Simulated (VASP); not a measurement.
# MnSi in VASP: further runs

Runs on MnSi. Level: PBE. Tasks: single point.

Program: VASP 6.6.1. These are calculated values, not measurements. Logs are shortened: lines on timing, memory, paths and dates and some standing lists are left out, and cuts for length are marked.

### 1 The cell of the first run

Symmetry: Pm-3m, No. 221, cubic system. Conventional cell: a = 3.027 Å, b = 3.027 Å, c = 3.027 Å, α = 90.00°, β = 90.00°, γ = 90.00°. Within 3.5 Å of Mn (site symmetry m-3m) lie 8 Si at 2.62 Å and 6 Mn at 3.03 Å. Si (site symmetry m-3m) has 8 Mn at 2.62 Å and 6 Si at 3.03 Å within 3.5 Å.

### 2 Single point, PBE, collinear spin, ferromagnetic start (13.86 Å³/atom)

The input, INCAR:

```
SYSTEM = MnSi
  PREC = Accurate
  ENCUT = 520
  EDIFF = 1E-6
  ISMEAR = -1
  SIGMA = 0.05
  LREAL = .False.
  LASPH = .True.
  NELM = 150
  ALGO = Normal
  ISIF = 2
  LWAVE = .False.
  LCHARG = .False.
  ISPIN = 2
  MAGMOM = 4 0
  LORBIT = 11
  LMAXMIX = 4
  GGA = PE
  NBANDS = 20
```

The input, KPOINTS:

```
Automatic mesh
0
Gamma
  9 9 9
  0 0 0
```

The input, POSCAR:

```
MnSi
1.0
    3.0267442770      0.0000000000      0.0000000000
    0.0000000000      3.0267442770      0.0000000000
    0.0000000000      0.0000000000      3.0267442770
Mn Si
1 1
Direct
    0.5000000000      0.5000000000      0.5000000000
    0.0000000000      0.0000000000      0.0000000000
```

Potentials or basis: VASP PAW PBE potentials, release 64 (Mn_pv, Si).

Run with:

```sh
$ cat potpaw_PBE.64/Mn_pv/POTCAR potpaw_PBE.64/Si/POTCAR > POTCAR
$ mpirun -np 1 vasp_std > vasp.out
```

OUTCAR:

```text
SYSTEM = MnSi
   PREC = Accurate
   ENCUT = 520
   EDIFF = 1E-6
   ISMEAR = -1
   LREAL = .False.
   LASPH = .True.
   NELM = 150
   ISIF = 2
   ISPIN = 2
   LORBIT = 11
   GGA = PE

 ion  position               nearest neighbor table
   1  0.500  0.500  0.500-   2 2.62   2 2.62   2 2.62   2 2.62   2 2.62   2 2.62   2 2.62   2 2.62

   2  0.000  0.000  0.000-   1 2.62   1 2.62   1 2.62   1 2.62   1 2.62   1 2.62   1 2.62   1 2.62

  LATTYP: Found a simple cubic cell.
 ALAT       =     3.0267442770

  Lattice vectors:

 A1 = (   3.0267442770,   0.0000000000,   0.0000000000)
 A2 = (   0.0000000000,   3.0267442770,   0.0000000000)
 A3 = (   0.0000000000,   0.0000000000,   3.0267442770)

Analysis of symmetry for initial positions (statically):
=====================================================================
 Subroutine PRICEL returns:
 Original cell was already a primitive cell.

 Routine SETGRP: Setting up the symmetry group for a
 simple cubic supercell.

 Subroutine GETGRP returns: Found 48 space group operations
 (whereof 48 operations were pure point group operations)
 out of a pool of 48 trial point group operations.

The static configuration has the point symmetry O_h .

Analysis of symmetry for dynamics (positions and initial velocities):
=====================================================================
 Subroutine PRICEL returns:
 Original cell was already a primitive cell.

 Routine SETGRP: Setting up the symmetry group for a
 simple cubic supercell.

 Subroutine GETGRP returns: Found 48 space group operations
 (whereof 48 operations were pure point group operations)
 out of a pool of 48 trial point group operations.

The dynamic configuration has the point symmetry O_h .

Analysis of structural, dynamic, and magnetic symmetry:
=====================================================================
 Subroutine PRICEL returns:
 Original cell was already a primitive cell.

 Routine SETGRP: Setting up the symmetry group for a
 simple cubic supercell.

 Subroutine GETGRP returns: Found 48 space group operations
 (whereof 48 operations were pure point group operations)
 out of a pool of 48 trial point group operations.

The overall configuration has the point symmetry O_h .

 Subroutine INISYM returns: Found 48 space group operations
 (whereof 48 operations are pure point group operations),
 and found     1 'primitive' translations

----------------------------------------------------------------------------------------

                                     Primitive cell

  volume of cell :      27.7286

  direct lattice vectors                    reciprocal lattice vectors
     3.026744277  0.000000000  0.000000000     0.330388004  0.000000000  0.000000000
     0.000000000  3.026744277  0.000000000     0.000000000  0.330388004  0.000000000
     0.000000000  0.000000000  3.026744277     0.000000000  0.000000000  0.330388004

  length of vectors
     3.026744277  3.026744277  3.026744277     0.330388004  0.330388004  0.330388004

  position of ions in fractional coordinates (direct lattice)
     0.500000000  0.500000000  0.500000000
     0.000000000  0.000000000  0.000000000

  ion indices of the primitive-cell ions
   primitive index   ion index
                 1           1
                 2           2

----------------------------------------------------------------------------------------

 KPOINTS: Automatic mesh

Automatic generation of k-mesh.
 Grid dimensions read from file:
 generate k-points for:    9    9    9

 Generating k-lattice:

  Cartesian coordinates                     Fractional coordinates (reciprocal lattice)
     0.036709778  0.000000000  0.000000000     0.111111111  0.000000000  0.000000000
     0.000000000  0.036709778  0.000000000     0.000000000  0.111111111  0.000000000
     0.000000000  0.000000000  0.036709778     0.000000000  0.000000000  0.111111111

  Length of vectors
     0.036709778  0.036709778  0.036709778

  Shift w.r.t. Gamma in fractional coordinates (k-lattice)
     0.000000000  0.000000000  0.000000000

 Subroutine IBZKPT returns following result:
 ===========================================

 Found     35 irreducible k-points:

 Following reciprocal coordinates:
            Coordinates               Weight
  0.000000  0.000000  0.000000      1.000000
  0.111111  0.000000  0.000000      6.000000
  0.222222  0.000000  0.000000      6.000000
  0.333333  0.000000  0.000000      6.000000
  0.444444  0.000000  0.000000      6.000000
  0.111111  0.111111  0.000000     12.000000
[... 16 lines left out ...]
  0.333333  0.333333  0.111111     24.000000
  0.444444  0.333333  0.111111     48.000000
 [... further k-points ...]
   k-points           NKPTS =     35   k-points in BZ     NKDIM =     35   number of bands    NBANDS=     20
   number of dos      NEDOS =    301   number of ions     NIONS =      2
   total plane-waves  NPLWV =  13824
   dimension x,y,z NGX =    24 NGY =   24 NGZ =   24
   dimension x,y,z NGXF=    48 NGYF=   48 NGZF=   48
   ions per type =               1   1
   NGX,Y,Z   is equivalent  to a cutoff of  13.18, 13.18, 13.18 a.u.
   NGXF,Y,Z  is equivalent  to a cutoff of  26.36, 26.36, 26.36 a.u.
 SYSTEM =  MnSi
   PREC   = accura    normal or accurate (medium, high low for compatibility)
   ISTART =      0    job   : 0-new  1-cont  2-samecut
   ICHARG =      2    charge: 1-file 2-atom 10-const
   ISPIN  =      2    spin polarized calculation?
   LNONCOLLINEAR =      F non collinear calculations
   LSORBIT =      F    spin-orbit coupling
   LASPH  =      T    aspherical Exc in radial PAW
   ENCUT  =  520.0 eV  38.22 Ry    6.18 a.u.   5.63  5.63  5.63*2*pi/ulx,y,z
   NELM   =    150;   NELMIN=  2; NELMDL= -5     # of ELM steps
   EDIFF  = 0.1E-05   stopping-criterion for ELM
   LREAL  =      F    real-space projection
   EDIFFG = 0.1E-04   stopping-criterion for IOM
   NSW    =      0    number of steps for IOM
   IBRION =     -1    ionic relax: 0-MD 1-quasi-New 2-CG
   NFREE  =      0    steps in history (QN), initial steepest desc. (CG)
   ISIF   =      2    stress and relaxation
   ISYM   =      2    0-nonsym 1-usesym 2-fastsym
   POTIM  = 0.5000    time-step for ionic-motion
   TEBEG  =    0.0;   TEEND  =   0.0 temperature during run
   PSTRESS=    0.0 pullay stress
   NELECT =      17.0000    total number of electrons
   NUPDOWN=      -1.0000    fix difference up-down
   EMIN   =  10.00;   EMAX   =-10.00  energy-range for DOS
   EFERMI =   0.00;   METHOD = LEGACY
   ISMEAR =    -1;   SIGMA  =   0.05  broadening in eV -4-tet -1-fermi 0-gaus
   EFERMI_NEDOS =   21; number of points for ismear=-14 and -15
   IALGO  =     38    algorithm
   IMIX   =      4    mixing-type and parameters
     AMIX     =   0.40;   BMIX     =  1.00
     AMIX_MAG =   1.60;   BMIX_MAG =  1.00
  volume/ion in A,a.u.               =      13.86        93.56
  Fermi-wavevector in a.u.,A,eV,Ry     =   1.390749  2.628134 26.316153  1.934183
  Thomas-Fermi vector in A             =   2.514654
   LORBIT       =     11    0 simple, 1 ext, 2 COOP (PROOUT), +10 PAW based schemes
   GGA     = PE    functional components
   LHFCALC =     F    Hartree Fock is set to
   AEXX    =    0.0000 exact exchange contribution
   IVDW    =     0    specifies the selected vdW correction
   LEPSILON=     F    determine dielectric tensor
   LRPA    =     F    only Hartree local field effects (RPA)
 spin polarized calculation
  energy-cutoff  :      520.00
  volume of cell :       27.73
 maximum number of plane-waves:       756
 NGX is ok and might be reduce to    24
   NGX = 11   NGY = 11   NGZ = 11

 number of electron      17.0000021 magnetization       0.8976484

 Free energy of the ion-electron system (eV)
  ---------------------------------------------------
  ext. energy  EPLUGINS =         0.00000000
  ---------------------------------------------------
  free energy    TOTEN  =       -14.45473963 eV

  energy without entropy =      -14.43677579  energy(sigma->0) =      -14.44575771

 E-fermi :   8.9498     XC(G=0): -11.9357

 val. band max:        8.9382037689   @ k =   0.4444   0.4444   0.1111
 cond. band min:       8.9693249126   @ k =   0.3333   0.3333   0.1111
 fundamental gap:      0.0311211437
 Fermi energy:         8.9497640846

 spin component 1

 k-point     1 :       0.0000    0.0000    0.0000
  band No.  band energies     occupation
      1     -39.2472      1.00000
      2     -39.2472      1.00000
      3     -39.2472      1.00000
      4      -2.7606      1.00000
      5       6.6172      1.00000
      6       6.6172      1.00000
[... 12 lines left out ...]
     19      29.5713      0.00000
     20      29.5713      0.00000
[... 507 lines left out ...]
 k-point    24 :       0.4444    0.3333    0.1111
  band No.  band energies     occupation
      1     -39.2935      1.00000
      2     -39.2809      1.00000
      3     -39.2454      1.00000
      4       1.2933      1.00000
      5       4.2612      1.00000
      6       5.7351      1.00000
[... 12 lines left out ...]
     19      27.0524      0.00000
     20      27.8776      0.00000

 [... further k-points ...]

 spin component 2

 k-point     1 :       0.0000    0.0000    0.0000
  band No.  band energies     occupation
      1     -38.1920      1.00000
      2     -38.1920      1.00000
      3     -38.1920      1.00000
      4      -2.8135      1.00000
      5       7.0436      1.00000
      6       7.0436      1.00000
[... 12 lines left out ...]
     19      29.7556      0.00000
     20      29.7627      0.00000
[... 507 lines left out ...]
 k-point    24 :       0.4444    0.3333    0.1111
  band No.  band energies     occupation
      1     -38.2413      1.00000
      2     -38.2279      1.00000
      3     -38.1901      1.00000
      4       1.2603      1.00000
      5       4.3179      1.00000
      6       5.9803      1.00000
[... 12 lines left out ...]
     19      27.3112      0.00000
     20      27.7737      0.00000

 [... further k-points ...]

------------------------ aborting loop because EDIFF is reached ----------------------------------------

  FORCE on cell =-STRESS in cart. coord.  units (eV):
  Direction    XX          YY          ZZ          XY          YZ          ZX
  --------------------------------------------------------------------------------------
  -------------------------------------------------------------------------------------
  Total       -4.9627011     -4.9627011     -4.9627011     -0.0000000     -0.0000000     -0.0000000
  in kB     -286.7487357   -286.7487357   -286.7487357     -0.0000000     -0.0000000     -0.0000000
  external PRESSURE =    -286.7487357 kB  Pullay stress =       0.0000000 kB

 VOLUME and BASIS-vectors are now :
 -----------------------------------------------------------------------------
  energy-cutoff  :      520.00
  volume of cell :       27.73
      direct lattice vectors                 reciprocal lattice vectors
     3.026744277  0.000000000  0.000000000     0.330388004  0.000000000  0.000000000
     0.000000000  3.026744277  0.000000000     0.000000000  0.330388004  0.000000000
     0.000000000  0.000000000  3.026744277     0.000000000  0.000000000  0.330388004

 POSITION                                       TOTAL-FORCE (eV/Angst)
 -----------------------------------------------------------------------------------
      1.51337      1.51337      1.51337         0.000000      0.000000      0.000000
      0.00000      0.00000      0.00000         0.000000      0.000000      0.000000
 -----------------------------------------------------------------------------------
    total drift:                                0.000000      0.000000     -0.000000

  FREE ENERGIE OF THE ION-ELECTRON SYSTEM (eV)
  ---------------------------------------------------
  free  energy   TOTEN  =       -14.4547396281 eV

  energy  without entropy=      -14.4367757927  energy(sigma->0) =      -14.44575771

 total charge

# of ion       s       p       d       tot
------------------------------------------
    1        0.272   6.236   5.177  11.684
    2        0.743   0.771   0.000   1.513
--------------------------------------------------
tot          1.015   7.007   5.177  13.198

 magnetization (x)

# of ion       s       p       d       tot
------------------------------------------
    1       -0.001   0.007   1.001   1.007
    2       -0.021  -0.057   0.000  -0.077
--------------------------------------------------
tot         -0.022  -0.049   1.001   0.929
```

Wall time 55 s (1 thread of Intel Xeon 8259CL, shared host); peak memory 0.16 GiB.

What came out:

```yaml
Free_energy: -14.4547 eV
Pressure: -28.7 GPa
Net_moment: 0.90 μB per cell
Site_moments: Mn +1.01; Si -0.08 μB
Valence_electrons_inside_the_program's_atomic_spheres: Mn 11.68; Si 1.51
```

Caveat: the cell stands under tension.

[end of part 1 of 3]
